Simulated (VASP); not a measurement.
NaCl (m), 2 atoms in the cell. It takes space group Fm-3m (No. 225, cubic). The conventional cell has a = 5.588 Å, b = 5.588 Å, c = 5.588 Å, α = 90.00°, β = 90.00°, γ = 90.00°. Na (site symmetry m-3m) has 6 Cl at 2.79 Å within 3.7 Å. Cl (site symmetry m-3m) has 6 Na at 2.79 Å within 3.7 Å. 

| Quantity | Value |
| --- | --- |
| Program | VASP 6.6.1 |
| Task | single point |
| Functional | PBEsol |
| Potentials or basis | VASP PAW PBE potentials, release 64 (Na_pv, Cl) |
| Cutoff | 500 eV |
| k mesh | 6 × 6 × 6 |
| Occupations | gaussian, width 0.1 eV |
| Spin | no spin polarisation |
| Dipole correction | no |
| Further INCAR settings | ALGO = Normal; EDIFF = 1e-06; NBANDS = 14 |

Potentials or basis: VASP PAW PBE potentials, release 64 (Na_pv, Cl).

The run is started by

```sh
$ cat potpaw_PBE.64/Na_pv/POTCAR potpaw_PBE.64/Cl/POTCAR > POTCAR
$ mpirun -np 1 vasp_std > vasp.out
```

Hardware: 1 thread of Intel Xeon 8259CL (shared host).

Question: How long does it take, and how much memory?

Answer: It took 24 s on 1 thread of Intel Xeon 8259CL, with other jobs on the host, peak memory 0.16 GiB. Counts: scf iterations 12, k points 16.
